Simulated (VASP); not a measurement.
# WC (Fm-3m) in VASP: further runs

Aim: see how the results for WC move with the level of theory and the settings. Levels: RPBE+D4, PBEsol, revPBE+D3(BJ). Tasks: single point, relaxation of cell and atoms.

Program: VASP 6.6.1. These are calculated values, not measurements. Logs are shortened: lines on timing, memory, paths and dates and some standing lists are left out, and cuts for length are marked.

**1. The cell of the first run**

The structure is cubic, space group Fm-3m (No. 225). The conventional cell has a = 4.340 Å, b = 4.340 Å, c = 4.340 Å, α = 90.00°, β = 90.00°, γ = 90.00°. W (site symmetry m-3m) has 6 C at 2.17 Å within 2.9 Å. Within 2.9 Å of C (site symmetry m-3m) lie 6 W at 2.17 Å.

**2. Single point, RPBE+D4**

Input file INCAR:

```
ALGO = Normal
EDIFF = 1E-6
ENCUT = 520
GGA = RP
ISIF = 2
ISMEAR = -1
IVDW = 13
LASPH = True
LCHARG = False
LREAL = False
LWAVE = False
NBANDS = 16
NELM = 80
PREC = Accurate
SIGMA = 0.05
```

Input file KPOINTS:

```
k-points
0
Gamma
  10 10 10
```

Input file POSCAR:

```
WC
1.0
    0.0000000000      2.1698000100      2.1698000100
    2.1698000100      0.0000000000      2.1698000100
    2.1698000100      2.1698000100      0.0000000000
W C
1 1
Direct
    0.0000000000      0.0000000000      0.0000000000
    0.5000000000      0.5000000000      0.5000000000
```

Potentials or basis: VASP PAW PBE potentials, release 64 (W_sv, C).

Run with:

```bash
$ cat potpaw_PBE.64/W_sv/POTCAR potpaw_PBE.64/C/POTCAR > POTCAR
$ mpirun -np 1 vasp_std > vasp.out
```

OUTCAR:

```text
EDIFF = 1E-6
   ENCUT = 520
   GGA = RP
   ISIF = 2
   ISMEAR = -1
   IVDW = 13
   LASPH = True
   LREAL = False
   NELM = 80
   PREC = Accurate

 ion  position               nearest neighbor table
   1  0.000  0.000  0.000-   2 2.17   2 2.17   2 2.17   2 2.17   2 2.17   2 2.17
   2  0.500  0.500  0.500-   1 2.17   1 2.17   1 2.17   1 2.17   1 2.17   1 2.17

  LATTYP: Found a face centered cubic cell.
 ALAT       =     4.3396000200

  Lattice vectors:

 A1 = (   0.0000000000,   2.1698000100,   2.1698000100)
 A2 = (   2.1698000100,   0.0000000000,   2.1698000100)
 A3 = (   2.1698000100,   2.1698000100,   0.0000000000)

Analysis of symmetry for initial positions (statically):
=====================================================================
 Subroutine PRICEL returns:
 Original cell was already a primitive cell.

 Routine SETGRP: Setting up the symmetry group for a
 face centered cubic supercell.

 Subroutine GETGRP returns: Found 48 space group operations
 (whereof 48 operations were pure point group operations)
 out of a pool of 48 trial point group operations.

The static configuration has the point symmetry O_h .

Analysis of symmetry for dynamics (positions and initial velocities):
=====================================================================
 Subroutine PRICEL returns:
 Original cell was already a primitive cell.

 Routine SETGRP: Setting up the symmetry group for a
 face centered cubic supercell.

 Subroutine GETGRP returns: Found 48 space group operations
 (whereof 48 operations were pure point group operations)
 out of a pool of 48 trial point group operations.

The dynamic configuration has the point symmetry O_h .

 Subroutine INISYM returns: Found 48 space group operations
 (whereof 48 operations are pure point group operations),
 and found     1 'primitive' translations

----------------------------------------------------------------------------------------

                                     Primitive cell

  volume of cell :      20.4310

  direct lattice vectors                    reciprocal lattice vectors
     0.000000000  2.169800010  2.169800010    -0.230435984  0.230435984  0.230435984
     2.169800010  0.000000000  2.169800010     0.230435984 -0.230435984  0.230435984
     2.169800010  2.169800010  0.000000000     0.230435984  0.230435984 -0.230435984

  length of vectors
     3.068560602  3.068560602  3.068560602     0.399126832  0.399126832  0.399126832

  position of ions in fractional coordinates (direct lattice)
     0.000000000  0.000000000  0.000000000
     0.500000000  0.500000000  0.500000000

  ion indices of the primitive-cell ions
   primitive index   ion index
                 1           1
                 2           2

----------------------------------------------------------------------------------------

 KPOINTS: k-points

Automatic generation of k-mesh.
 Grid dimensions read from file:
 generate k-points for:   10   10   10

 Generating k-lattice:

  Cartesian coordinates                     Fractional coordinates (reciprocal lattice)
    -0.023043598  0.023043598  0.023043598     0.100000000  0.000000000  0.000000000
     0.023043598 -0.023043598  0.023043598     0.000000000  0.100000000  0.000000000
     0.023043598  0.023043598 -0.023043598     0.000000000  0.000000000  0.100000000

  Length of vectors
     0.039912683  0.039912683  0.039912683

  Shift w.r.t. Gamma in fractional coordinates (k-lattice)
     0.000000000  0.000000000  0.000000000

 Subroutine IBZKPT returns following result:
 ===========================================

 Found     47 irreducible k-points:

 Following reciprocal coordinates:
            Coordinates               Weight
  0.000000  0.000000  0.000000      1.000000
  0.100000  0.000000  0.000000      8.000000
  0.200000  0.000000  0.000000      8.000000
  0.300000  0.000000  0.000000      8.000000
  0.400000  0.000000  0.000000      8.000000
  0.500000  0.000000  0.000000      4.000000
[... 16 lines left out ...]
  0.300000  0.300000  0.000000      6.000000
  0.400000  0.300000  0.000000     24.000000
 [... further k-points ...]
   k-points           NKPTS =     47   k-points in BZ     NKDIM =     47   number of bands    NBANDS=     16
   number of dos      NEDOS =    301   number of ions     NIONS =      2
   total plane-waves  NPLWV =  13824
   dimension x,y,z NGX =    24 NGY =   24 NGZ =   24
   dimension x,y,z NGXF=    48 NGYF=   48 NGZF=   48
   ions per type =               1   1
   NGX,Y,Z   is equivalent  to a cutoff of  13.00, 13.00, 13.00 a.u.
   NGXF,Y,Z  is equivalent  to a cutoff of  26.01, 26.01, 26.01 a.u.
 SYSTEM =  unknown system
   PREC   = accura    normal or accurate (medium, high low for compatibility)
   ISTART =      0    job   : 0-new  1-cont  2-samecut
   ICHARG =      2    charge: 1-file 2-atom 10-const
   ISPIN  =      1    spin polarized calculation?
   LNONCOLLINEAR =      F non collinear calculations
   LSORBIT =      F    spin-orbit coupling
   LASPH  =      T    aspherical Exc in radial PAW
   ENCUT  =  520.0 eV  38.22 Ry    6.18 a.u.   5.71  5.71  5.71*2*pi/ulx,y,z
   NELM   =     80;   NELMIN=  2; NELMDL= -5     # of ELM steps
   EDIFF  = 0.1E-05   stopping-criterion for ELM
   LREAL  =      F    real-space projection
   EDIFFG = 0.1E-04   stopping-criterion for IOM
   NSW    =      0    number of steps for IOM
   IBRION =     -1    ionic relax: 0-MD 1-quasi-New 2-CG
   NFREE  =      0    steps in history (QN), initial steepest desc. (CG)
   ISIF   =      2    stress and relaxation
   ISYM   =      2    0-nonsym 1-usesym 2-fastsym
   POTIM  = 0.5000    time-step for ionic-motion
   TEBEG  =    0.0;   TEEND  =   0.0 temperature during run
   PSTRESS=    0.0 pullay stress
   NELECT =      18.0000    total number of electrons
   NUPDOWN=      -1.0000    fix difference up-down
   EMIN   =  10.00;   EMAX   =-10.00  energy-range for DOS
   EFERMI =   0.00;   METHOD = LEGACY
   ISMEAR =    -1;   SIGMA  =   0.05  broadening in eV -4-tet -1-fermi 0-gaus
   EFERMI_NEDOS =   21; number of points for ismear=-14 and -15
   IALGO  =     38    algorithm
   IMIX   =      4    mixing-type and parameters
     AMIX     =   0.40;   BMIX     =  1.00
     AMIX_MAG =   1.60;   BMIX_MAG =  1.00
  volume/ion in A,a.u.               =      10.22        68.94
  Fermi-wavevector in a.u.,A,eV,Ry     =   1.569408  2.965752 33.511729  2.463043
  Thomas-Fermi vector in A             =   2.671295
   LORBIT       =      0    0 simple, 1 ext, 2 COOP (PROOUT), +10 PAW based schemes
   GGA     = RP    functional components
   LHFCALC =     F    Hartree Fock is set to
   AEXX    =    0.0000 exact exchange contribution
   IVDW    =    13    specifies the selected vdW correction
   LEPSILON=     F    determine dielectric tensor
   LRPA    =     F    only Hartree local field effects (RPA)
 non-spin polarized calculation
  energy-cutoff  :      520.00
  volume of cell :       20.43
 maximum number of plane-waves:       568
   NGX = 11   NGY = 11   NGZ = 11

 number of electron      18.0000000 magnetization

 Free energy of the ion-electron system (eV)
  ---------------------------------------------------
  ext. energy  EPLUGINS =         0.00000000
  ---------------------------------------------------
  free energy    TOTEN  =       -20.48972296 eV

  energy without entropy =      -20.48345191  energy(sigma->0) =      -20.48658743

 E-fermi :  13.0416     XC(G=0): -13.8441

 val. band max:       12.9530535474   @ k =   0.3000   0.2000   0.1000
 cond. band min:      13.0519107191   @ k =  -0.1000   0.1000   0.0000
 fundamental gap:      0.0988571717
 Fermi energy:        13.0415948695

 k-point     1 :       0.0000    0.0000    0.0000
  band No.  band energies     occupation
      1     -62.4609      2.00000
      2     -26.4480      2.00000
      3     -26.4480      2.00000
      4     -26.4480      2.00000
      5      -3.1497      2.00000
      6      10.1267      2.00000
[... 8 lines left out ...]
     15      22.6062      0.00000
     16      36.6760      0.00000

 k-point     2 :       0.1000    0.0000    0.0000
  band No.  band energies     occupation
      1     -62.4568      2.00000
      2     -26.5138      2.00000
      3     -26.4549      2.00000
      4     -26.4549      2.00000
      5      -2.8593      2.00000
      6       9.1847      2.00000
[... 8 lines left out ...]
     15      23.2829      0.00000
     16      34.0797      0.00000

 k-point     3 :       0.2000    0.0000    0.0000
  band No.  band energies     occupation
      1     -62.4461      2.00000
      2     -26.6830      2.00000
      3     -26.4730      2.00000
      4     -26.4730      2.00000
      5      -2.0408      2.00000
      6       7.4831      2.00000
[... 8 lines left out ...]
     15      24.8026      0.00000
     16      31.1218      0.00000

 k-point     4 :       0.3000    0.0000    0.0000
  band No.  band energies     occupation
      1     -62.4328      2.00000
      2     -26.8859      2.00000
      3     -26.4953      2.00000
      4     -26.4953      2.00000
      5      -0.8337      2.00000
      6       5.7059      2.00000
[... 8 lines left out ...]
     15      25.8270      0.00000
     16      28.7725      0.00000
[... 324 lines left out ...]
 k-point    22 :      -0.2000    0.2000    0.0000
  band No.  band energies     occupation
      1     -62.4281      2.00000
      2     -26.8498      2.00000
      3     -26.6258      2.00000
      4     -26.4887      2.00000
      5      -0.5792      2.00000
      6       5.4486      2.00000
[... 8 lines left out ...]
     15      25.9394      0.00000
     16      26.7671      0.00000

 k-point    23 :       0.3000    0.3000    0.0000
  band No.  band energies     occupation
      1     -62.4233      2.00000
      2     -26.8461      2.00000
      3     -26.6011      2.00000
      4     -26.6011      2.00000
      5      -0.9704      2.00000
      6       5.5909      2.00000
[... 8 lines left out ...]
     15      25.8988      0.00000
     16      28.6855      0.00000

 k-point    24 :       0.4000    0.3000    0.0000
  band No.  band energies     occupation
      1     -62.4148      2.00000
      2     -26.9309      2.00000
      3     -26.6459      2.00000
      4     -26.6259      2.00000
      5      -0.6612      2.00000
      6       5.7401      2.00000
[... 8 lines left out ...]
     15      25.0053      0.00000
     16      28.6999      0.00000

 [... further k-points ...]

------------------------ aborting loop because EDIFF is reached ----------------------------------------

  DFT-D4 for vdW energy calculation

  Edisp (eV):   -1.89483

  FORCE on cell =-STRESS in cart. coord.  units (eV):
  Direction    XX          YY          ZZ          XY          YZ          ZX
  --------------------------------------------------------------------------------------
  -------------------------------------------------------------------------------------
  Total       0.11481     0.11481     0.11481     0.00000    -0.00000     0.00000
  in kB       9.00324     9.00324     9.00324     0.00000    -0.00000     0.00000
  external pressure =        9.00 kB  Pullay stress =        0.00 kB

 VOLUME and BASIS-vectors are now :
 -----------------------------------------------------------------------------
  energy-cutoff  :      520.00
  volume of cell :       20.43
      direct lattice vectors                 reciprocal lattice vectors
     0.000000000  2.169800010  2.169800010    -0.230435984  0.230435984  0.230435984
     2.169800010  0.000000000  2.169800010     0.230435984 -0.230435984  0.230435984
     2.169800010  2.169800010  0.000000000     0.230435984  0.230435984 -0.230435984

 POSITION                                       TOTAL-FORCE (eV/Angst)
 -----------------------------------------------------------------------------------
      0.00000      0.00000      0.00000         0.000000     -0.000000     -0.000000
      2.16980      2.16980      2.16980         0.000000      0.000000      0.000000
 -----------------------------------------------------------------------------------
    total drift:                                0.000000     -0.000000     -0.000000

  FREE ENERGIE OF THE ION-ELECTRON SYSTEM (eV)
  ---------------------------------------------------
  free  energy   TOTEN  =       -22.3845572578 eV

  energy  without entropy=      -22.3782862126  energy(sigma->0) =      -22.38142174
```

It took 7.7 s on 1 thread of Intel Xeon 6975P-C, shared host; peak memory 0.15 GiB.

Results:

```
Free energy                : -22.3846 eV
Pressure                   : 0.9 GPa
Band gap on the k mesh     : zero (band 9 reaches 14.11 eV, above the bottom of band 10 at 10.77 eV)
Dispersion energy per atom : -0.947 eV
```

Levels at points of the mesh, in eV from the Fermi level:
| k point | band 6 | band 7 | band 8 | band 9 | band 10 | band 11 | band 12 | band 13 |
| --- | --- | --- | --- | --- | --- | --- | --- | --- |
| (0.00, 0.00, 0.00) | -2.91 | -2.91 | -2.91 | -1.19 | -1.19 | -1.19 | -1.04 | -1.04 |
| (0.50, 0.00, 0.00) | -10.13 | -6.87 | -6.87 | 1.07 | 1.07 | 2.42 | 4.88 | 9.10 |
| (0.50, 0.50, 0.00) | -6.06 | -5.75 | -2.62 | -2.62 | 0.86 | 2.35 | 2.35 | 5.71 |

Caveat: the PAW data sets were made with another functional, which shifts forces and pressure a little; spin-orbit coupling is left out, which moves the levels of the heavy elements; pairwise dispersion overbinds metals, which lowers pressure and volume.

**3. Relaxation of cell and atoms, RPBE+D4**

This run uses another cell than the first one, of 10.54 Å³/atom, 1.032 times its volume.

Input file INCAR:

```
PREC = Accurate
ENCUT = 600
EDIFF = 1E-6
ISMEAR = -1
SIGMA = 0.05
LREAL = False
LASPH = True
NELM = 80
ALGO = Normal
ISIF = 3
LWAVE = False
LCHARG = False
GGA = RP
IVDW = 13
IBRION = 2
NSW = 80
EDIFFG = -0.02
```

Input file KPOINTS:

```
regular mesh
0
Gamma
  10 10 10
```

Input file POSCAR:

```
WC
1.0
    0.0000000000      2.1926840000      2.1926840000
    2.1926840000      0.0000000000      2.1926840000
    2.1926840000      2.1926840000      0.0000000000
W C
1 1
Direct
    0.0000000000      0.0000000000      0.0000000000
    0.5000000000      0.5000000000      0.5000000000
```

Potentials or basis: VASP PAW PBE potentials, release 64 (W_sv, C).

Run with:

```bash
$ cat potpaw_PBE.64/W_sv/POTCAR potpaw_PBE.64/C/POTCAR > POTCAR
$ mpirun -np 1 vasp_std > vasp.out
```

Wall time 25 s (1 thread of Intel Xeon 6975P-C, shared host); peak memory 0.18 GiB.

Results (log left out):

```
Free energy                            : -22.3871 eV
Relaxed volume                         : 10.24 Å³/atom
Relaxed cell                           : a = 3.071 Å, b = 3.071 Å, c = 3.071 Å, α = 60.00°, β = 60.00°, γ = 60.00°
Space group after relaxing (to 0.05 Å) : Fm-3m (No. 225)
Energy gained by relaxing              : 11.0 meV/atom
Ionic steps                            : 3
Pressure after relaxing                : -0.2 GPa
Dispersion energy per atom             : -0.945 eV
```

The path:
```csv
step,energy change (eV),largest force (eV/Å),pressure (GPa),volume (Å³)
1,0.0000,0.0000,-10.63,21.08
2,0.1192,0.0000,33.29,19.02
3,-0.0220,0.0000,-0.17,20.48
```

Final structure:
```yaml
crystal:
  lattice:
    - [0.00000, 2.17165, 2.17165]
    - [2.17165, 0.00000, 2.17165]
    - [2.17165, 2.17165, 0.00000]
  atoms:
    - { symbol: W, position: [0.00000, 0.00000, 0.00000] }
    - { symbol: C, position: [0.50000, 0.50000, 0.50000] }
```

Levels at points of the mesh, in eV from the Fermi level:
```csv
k point,band 5,band 6,band 7,band 8,band 9,band 10,band 11,band 12,band 13
"(0.00, 0.00, 0.00)",-16.17,-2.90,-2.90,-2.90,-1.18,-1.18,-1.18,-1.04,-1.04
"(0.50, 0.00, 0.00)",-11.41,-10.11,-6.85,-6.85,1.06,1.06,2.41,4.88,9.07
"(0.50, 0.50, 0.00)",-13.95,-6.04,-5.75,-2.62,-2.62,0.86,2.34,2.34,5.68
```

Caveat: the bands computed are all filled at some k points, so no gap is given; the PAW data sets were made with another functional, which shifts forces and pressure a little; spin-orbit coupling is left out, which moves the levels of the heavy elements.

(Continued in part 2 of 2.)
